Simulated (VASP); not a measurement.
# Si6HO12 (a cell with a defect) in VASP: single point with PBE

Aim: the single point of Si6HO12 (a cell with a defect) with PBE.

Program: VASP 6.6.1. These are calculated values, not measurements. Logs are shortened: lines on timing, memory, paths and dates and some standing lists are left out, and cuts for length are marked.

### 1 The cell of the first run

The cell holds a defect, 19 atoms: a = 7.301 Å, b = 7.301 Å, c = 7.005 Å, α = 90.00°, β = 90.00°, γ = 120.00°.

### 2 Single point, PBE

INCAR

```
SYSTEM = Si6HO12
PREC = Accurate
ENCUT = 520
EDIFF = 1E-7
ISMEAR = 0
SIGMA = 0.02
LREAL = Auto
LASPH = .True.
NELM = 60
ALGO = Normal
ISIF = 2
LWAVE = .False.
LCHARG = .True.
GGA = PE
LELF = .True.
LVHAR = .True.
NELECT = 96.0
NBANDS = 64
```

KPOINTS

```
regular mesh
0
Gamma
  2 2 2
  0 0 0
```

POSCAR

```
Si6HO12
1.0
    7.3005510000      0.0000000000      0.0000000000
   -3.6502750000      6.3224620000      0.0000000000
    0.0000000000      0.0000000000      7.0051240000
Si O H
6 12 1
Direct
    0.5179682373      0.7756931986      0.4055508391
    0.4383569931      0.2129570154      0.9037288352
    0.2378323167      0.4867295560      0.7524724352
    0.7772955000      0.2292398172      0.5572743002
    0.7283011582      0.5144875506      0.2403873327
    0.2007208934      0.7607229803      0.0895363668
    0.6067401920      0.3518143141      0.0638091791
   -0.0349435017      0.6791729202      0.1699830199
    0.7356206443      0.3829802245      0.4257853711
    0.5985173511      0.6307486261      0.3035714804
    0.3410394461      0.3355790212      0.7901502971
    0.5768433214      0.1416943242      0.7359841558
    0.2136717814      0.5891763005      0.9493092207
    0.2664031310     -0.0223938120     -0.0316225764
    0.0034373439      0.3425385485      0.6590198103
    0.3641771770      0.8141066911      0.2653590064
    0.3945483286      0.6805503409      0.6100130985
    0.7213541877      0.0065227572      0.4623966757
    0.5001983985      0.9846855254      0.7313045521
```

Potentials or basis: VASP PAW PBE potentials, release 64 (Si, O, H).

Command:

```console
$ cat potpaw_PBE.64/Si/POTCAR potpaw_PBE.64/O/POTCAR potpaw_PBE.64/H/POTCAR > POTCAR
$ mpirun -np 1 vasp_std > vasp.out
```

OUTCAR:

```text
SYSTEM = Si6HO12
   PREC = Accurate
   ENCUT = 520
   EDIFF = 1E-7
   ISMEAR = 0
   LREAL = Auto
   LASPH = .True.
   NELM = 60
   ISIF = 2
   GGA = PE
   NELECT = 96.0

 ion  position               nearest neighbor table
   1  0.518  0.776  0.406-  10 1.61  16 1.62  18 1.64  17 1.65   4 3.07
   2  0.438  0.213  0.904-   7 1.60  11 1.60  14 1.61  12 1.79   6 3.14
   3  0.238  0.487  0.752-  13 1.62  15 1.63  11 1.64  17 1.64
   4  0.777  0.229  0.557-   9 1.59  15 1.60  18 1.61  12 1.78   1 3.07
   5  0.728  0.514  0.240-   8 1.61  10 1.62   9 1.63   7 1.64
   6  0.201  0.761  0.090-   8 1.61  16 1.62  13 1.63  14 1.64   2 3.14
   7  0.607  0.352  0.064-   2 1.60   5 1.64
   8  0.965  0.679  0.170-   5 1.61   6 1.61
   9  0.736  0.383  0.426-   4 1.59   5 1.63
  10  0.599  0.631  0.304-   1 1.61   5 1.62
  11  0.341  0.336  0.790-   2 1.60   3 1.64
  12  0.577  0.142  0.736-  19 0.99   4 1.78   2 1.79
  13  0.214  0.589  0.949-   3 1.62   6 1.63
  14  0.266  0.978  0.968-   2 1.61   6 1.64
  15  0.003  0.343  0.659-   4 1.60   3 1.63
  16  0.364  0.814  0.265-   1 1.62   6 1.62
  17  0.395  0.681  0.610-   3 1.64   1 1.65
  18  0.721  0.007  0.462-   4 1.61   1 1.64
  19  0.500  0.985  0.731-  12 0.99

  LATTYP: Found a hexagonal cell.
 ALAT       =     7.3005510000
 C/A-ratio  =     0.9595336023

  Lattice vectors:

 A1 = (   7.3005510000,   0.0000000000,   0.0000000000)
 A2 = (  -3.6502750000,   6.3224620000,   0.0000000000)
 A3 = (   0.0000000000,   0.0000000000,   7.0051240000)

Analysis of symmetry for initial positions (statically):
=====================================================================
 Subroutine PRICEL returns:
 Original cell was already a primitive cell.

 Routine SETGRP: Setting up the symmetry group for a
 hexagonal supercell.

 Subroutine GETGRP returns: Found  1 space group operations
 (whereof  1 operations were pure point group operations)
 out of a pool of 24 trial point group operations.

The static configuration has the point symmetry C_1 .

Analysis of symmetry for dynamics (positions and initial velocities):
=====================================================================
 Subroutine PRICEL returns:
 Original cell was already a primitive cell.

 Routine SETGRP: Setting up the symmetry group for a
 hexagonal supercell.

 Subroutine GETGRP returns: Found  1 space group operations
 (whereof  1 operations were pure point group operations)
 out of a pool of 24 trial point group operations.

The dynamic configuration has the point symmetry C_1 .

 Subroutine INISYM returns: Found  1 space group operations
 (whereof  1 operations are pure point group operations),
 and found     1 'primitive' translations

----------------------------------------------------------------------------------------

                                     Primitive cell

  volume of cell :     323.3387

  direct lattice vectors                    reciprocal lattice vectors
     7.300551000  0.000000000  0.000000000     0.136975962  0.079083106  0.000000000
    -3.650275000  6.322462000  0.000000000     0.000000000  0.158166233  0.000000000
     0.000000000  0.000000000  7.005124000     0.000000000  0.000000000  0.142752648

  length of vectors
     7.300551000  7.300550206  7.005124000     0.158166216  0.158166233  0.142752648

  position of ions in fractional coordinates (direct lattice)
     0.517968237  0.775693199  0.405550839
     0.438356993  0.212957015  0.903728835
     0.237832317  0.486729556  0.752472435
     0.777295500  0.229239817  0.557274300
     0.728301158  0.514487551  0.240387333
     0.200720893  0.760722980  0.089536367
[... 11 lines left out ...]
     0.721354188  0.006522757  0.462396676
     0.500198398  0.984685525  0.731304552

  ion indices of the primitive-cell ions
   primitive index   ion index
                 1           1
                 2           2
                 3           3
                 4           4
                 5           5
                 6           6
[... 11 lines left out ...]
                18          18
                19          19

----------------------------------------------------------------------------------------

 KPOINTS: regular mesh

Automatic generation of k-mesh.
 Grid dimensions read from file:
 generate k-points for:    2    2    2

 Generating k-lattice:

  Cartesian coordinates                     Fractional coordinates (reciprocal lattice)
     0.068487981  0.039541553  0.000000000     0.500000000  0.000000000  0.000000000
     0.000000000  0.079083117  0.000000000     0.000000000  0.500000000  0.000000000
     0.000000000  0.000000000  0.071376324     0.000000000  0.000000000  0.500000000

  Length of vectors
     0.079083108  0.079083117  0.071376324

  Shift w.r.t. Gamma in fractional coordinates (k-lattice)
     0.000000000  0.000000000  0.000000000

 Subroutine IBZKPT returns following result:
 ===========================================

 Found      8 irreducible k-points:

 Following reciprocal coordinates:
            Coordinates               Weight
  0.000000  0.000000  0.000000      1.000000
  0.500000  0.000000  0.000000      1.000000
  0.000000  0.500000  0.000000      1.000000
  0.500000  0.500000  0.000000      1.000000
  0.000000  0.000000  0.500000      1.000000
  0.500000  0.000000  0.500000      1.000000
  0.000000  0.500000  0.500000      1.000000
  0.500000  0.500000  0.500000      1.000000
   k-points           NKPTS =      8   k-points in BZ     NKDIM =      8   number of bands    NBANDS=     64
   number of dos      NEDOS =    301   number of ions     NIONS =     19
   total plane-waves  NPLWV = 157464
   dimension x,y,z NGX =    54 NGY =   54 NGZ =   54
   dimension x,y,z NGXF=   108 NGYF=  108 NGZF=  108
   ions per type =               6  12   1
   NGX,Y,Z   is equivalent  to a cutoff of  12.30, 12.30, 12.82 a.u.
   NGXF,Y,Z  is equivalent  to a cutoff of  24.59, 24.59, 25.63 a.u.
 SYSTEM =  Si6HO12
   PREC   = accura    normal or accurate (medium, high low for compatibility)
   ISTART =      0    job   : 0-new  1-cont  2-samecut
   ICHARG =      2    charge: 1-file 2-atom 10-const
   ISPIN  =      1    spin polarized calculation?
   LNONCOLLINEAR =      F non collinear calculations
   LSORBIT =      F    spin-orbit coupling
   LASPH  =      T    aspherical Exc in radial PAW
   ENCUT  =  520.0 eV  38.22 Ry    6.18 a.u.  13.57 13.57 13.02*2*pi/ulx,y,z
   NELM   =     60;   NELMIN=  2; NELMDL= -5     # of ELM steps
   EDIFF  = 0.1E-06   stopping-criterion for ELM
   LREAL  =      T    real-space projection
   EDIFFG = 0.1E-05   stopping-criterion for IOM
   NSW    =      0    number of steps for IOM
   IBRION =     -1    ionic relax: 0-MD 1-quasi-New 2-CG
   NFREE  =      0    steps in history (QN), initial steepest desc. (CG)
   ISIF   =      2    stress and relaxation
   ISYM   =      2    0-nonsym 1-usesym 2-fastsym
   POTIM  = 0.5000    time-step for ionic-motion
   TEBEG  =    0.0;   TEEND  =   0.0 temperature during run
   PSTRESS=    0.0 pullay stress
   NELECT =      96.0000    total number of electrons
   NUPDOWN=      -1.0000    fix difference up-down
   EMIN   =  10.00;   EMAX   =-10.00  energy-range for DOS
   EFERMI =   0.00;   METHOD = LEGACY
   ISMEAR =     0;   SIGMA  =   0.02  broadening in eV -4-tet -1-fermi 0-gaus
   EFERMI_NEDOS =   21; number of points for ismear=-14 and -15
   IALGO  =     38    algorithm
   IMIX   =      4    mixing-type and parameters
     AMIX     =   0.40;   BMIX     =  1.00
     AMIX_MAG =   1.60;   BMIX_MAG =  1.00
  volume/ion in A,a.u.               =      17.02       114.84
  Fermi-wavevector in a.u.,A,eV,Ry     =   1.092143  2.063850 16.228695  1.192775
  Thomas-Fermi vector in A             =   2.228402
   LORBIT       =      0    0 simple, 1 ext, 2 COOP (PROOUT), +10 PAW based schemes
   GGA     = PE    functional components
   LHFCALC =     F    Hartree Fock is set to
   AEXX    =    0.0000 exact exchange contribution
   IVDW    =     0    specifies the selected vdW correction
   LEPSILON=     F    determine dielectric tensor
   LRPA    =     F    only Hartree local field effects (RPA)
 non-spin polarized calculation
 Gauss-broadening in eV      SIGMA  =   0.02
  energy-cutoff  :      520.00
  volume of cell :      323.34
 maximum number of plane-waves:      8774
   NGX = 27   NGY = 27   NGZ = 27

 number of electron      95.9999992 magnetization

 Free energy of the ion-electron system (eV)
  ---------------------------------------------------
  ext. energy  EPLUGINS =         0.00000000
  ---------------------------------------------------
  free energy    TOTEN  =      -146.28750356 eV

  energy without entropy =     -146.28750356  energy(sigma->0) =     -146.28750356

 E-fermi :  -1.3419     XC(G=0):  -7.2241

 val. band max:       -1.5280593025   @ k =   0.5000   0.0000   0.0000
 cond. band min:       3.8756639647   @ k =   0.0000   0.0000   0.0000
 fundamental gap:      5.4037232672
 Fermi energy:        -1.3419440995

 k-point     1 :       0.0000    0.0000    0.0000
  band No.  band energies     occupation
      1     -21.7669      2.00000
      2     -20.3616      2.00000
      3     -19.8810      2.00000
      4     -19.7839      2.00000
      5     -19.5657      2.00000
      6     -19.3029      2.00000
[... 52 lines left out ...]
     59       8.2817      0.00000
     60       8.4369      0.00000

 k-point     2 :       0.5000    0.0000    0.0000
  band No.  band energies     occupation
      1     -21.7545      2.00000
      2     -20.2505      2.00000
      3     -20.1040      2.00000
      4     -19.8113      2.00000
      5     -19.5842      2.00000
      6     -19.1755      2.00000
[... 52 lines left out ...]
     59       8.2593      0.00000
     60       8.2986      0.00000

 k-point     3 :       0.0000    0.5000    0.0000
  band No.  band energies     occupation
      1     -21.7539      2.00000
      2     -20.2869      2.00000
      3     -19.8857      2.00000
      4     -19.8592      2.00000
      5     -19.7813      2.00000
      6     -19.2980      2.00000
[... 251 lines left out ...]
      6     -19.1192      2.00000
[... 52 lines left out ...]
     59       8.0189      0.00000
     60       8.1974      0.00000

 k-point     8 :       0.5000    0.5000    0.5000
  band No.  band energies     occupation
      1     -21.7459      2.00000
      2     -20.2878      2.00000
      3     -20.0685      2.00000
      4     -19.8695      2.00000
      5     -19.5555      2.00000
      6     -19.1693      2.00000
[... 52 lines left out ...]
     59       8.2913      0.00000
     60       8.3660      0.00000
 [bands above 60 left out]

------------------------ aborting loop because EDIFF is reached ----------------------------------------

  FORCE on cell =-STRESS in cart. coord.  units (eV):
  Direction    XX          YY          ZZ          XY          YZ          ZX
  --------------------------------------------------------------------------------------
  -------------------------------------------------------------------------------------
  Total      -10.3670942     -8.2611502     -8.7534296      1.0572876     -0.6045132      1.0075700
  in kB      -51.3700433    -40.9348693    -43.3741655      5.2389712     -2.9954267      4.9926157
  external PRESSURE =     -45.2263593 kB  Pullay stress =       0.0000000 kB

 VOLUME and BASIS-vectors are now :
 -----------------------------------------------------------------------------
  energy-cutoff  :      520.00
  volume of cell :      323.34
      direct lattice vectors                 reciprocal lattice vectors
     7.300551000  0.000000000  0.000000000     0.136975962  0.079083106  0.000000000
    -3.650275000  6.322462000  0.000000000     0.000000000  0.158166233  0.000000000
     0.000000000  0.000000000  7.005124000     0.000000000  0.000000000  0.142752648

 POSITION                                       TOTAL-FORCE (eV/Angst)
 -----------------------------------------------------------------------------------
      0.94996      4.90429      2.84093         0.007609     -0.000313     -0.013991
      2.42290      1.34641      6.33073         0.014535      0.005382     -0.034527
     -0.04039      3.07733      5.27116        -0.004193     -0.030247      0.002707
      4.83790      1.44936      3.90378        -0.002611      0.024287      0.040341
      3.43898      3.25283      1.68394        -0.014859     -0.001645     -0.004787
     -1.31147      4.80964      0.62721        -0.021281      0.007632      0.005074
[... 11 lines left out ...]
      5.24247      0.04124      3.23915        -0.009805     -0.021262      0.002960
      0.05735      6.22564      5.12288         0.003133     -0.080071     -0.001052
 -----------------------------------------------------------------------------------
    total drift:                               -0.005194     -0.000932     -0.007612

  FREE ENERGIE OF THE ION-ELECTRON SYSTEM (eV)
  ---------------------------------------------------
  free  energy   TOTEN  =      -146.2875035598 eV

  energy  without entropy=     -146.2875035598  energy(sigma->0) =     -146.28750356
```

Run time: 6.2 min. Hardware: 1 thread of Intel Xeon Platinum 8259CL at 2.50GHz (Skylake/Cascade Lake), shared host; peak memory 0.43 GiB.

Results:

| Property | Result |
| --- | --- |
| Free energy | -146.2875 eV |
| Largest force | 0.080 eV/Å |

Forces on the atoms (eV/Å):
```
Si   0.008  0.000 -0.014
Si   0.015  0.005 -0.035
Si  -0.004 -0.030  0.003
Si  -0.003  0.024  0.040
Si  -0.015 -0.002 -0.005
Si  -0.021  0.008  0.005
O   -0.001  0.013  0.019
O    0.012 -0.010 -0.001
O    0.000  0.011 -0.020
O    0.000 -0.001  0.008
O   -0.015  0.016  0.003
O    0.001  0.060 -0.001
O   -0.005  0.012 -0.003
O    0.018 -0.019  0.004
O    0.013  0.016  0.010
O    0.003 -0.009 -0.009
O    0.002  0.005 -0.006
O   -0.010 -0.021  0.003
H    0.003 -0.080 -0.001
```

Levels at points of the mesh, in eV from the Fermi level:
| k point | band 45 | band 46 | band 47 | band 48 | band 49 | band 50 | band 51 | band 52 |
| --- | --- | --- | --- | --- | --- | --- | --- | --- |
| (0.00, 0.00, 0.00) | -0.56 | -0.51 | -0.38 | -0.38 | 5.22 | 7.78 | 8.26 | 8.44 |
| (0.50, 0.00, 0.00) | -0.63 | -0.58 | -0.39 | -0.19 | 6.23 | 6.89 | 8.13 | 8.25 |
| (0.00, 0.50, 0.00) | -0.56 | -0.39 | -0.38 | -0.34 | 6.37 | 6.75 | 7.89 | 8.19 |
| (0.50, 0.50, 0.00) | -0.62 | -0.56 | -0.33 | -0.27 | 6.27 | 6.88 | 7.95 | 8.25 |
| (0.00, 0.00, 0.50) | -0.66 | -0.57 | -0.48 | -0.24 | 6.10 | 6.62 | 8.38 | 8.44 |
| (0.50, 0.00, 0.50) | -0.49 | -0.36 | -0.34 | -0.20 | 6.77 | 7.25 | 7.67 | 7.79 |
| (0.00, 0.50, 0.50) | -0.56 | -0.50 | -0.33 | -0.21 | 6.80 | 7.48 | 7.56 | 7.62 |
| (0.50, 0.50, 0.50) | -0.47 | -0.38 | -0.33 | -0.23 | 6.76 | 7.26 | 7.75 | 7.81 |

Caveat: the k points lie up to 0.50 Å⁻¹ apart; the cell carries a net charge on a neutralising background, which shifts energy and pressure; the cell is charged against a uniform background, so pressure and absolute levels hang on convention.
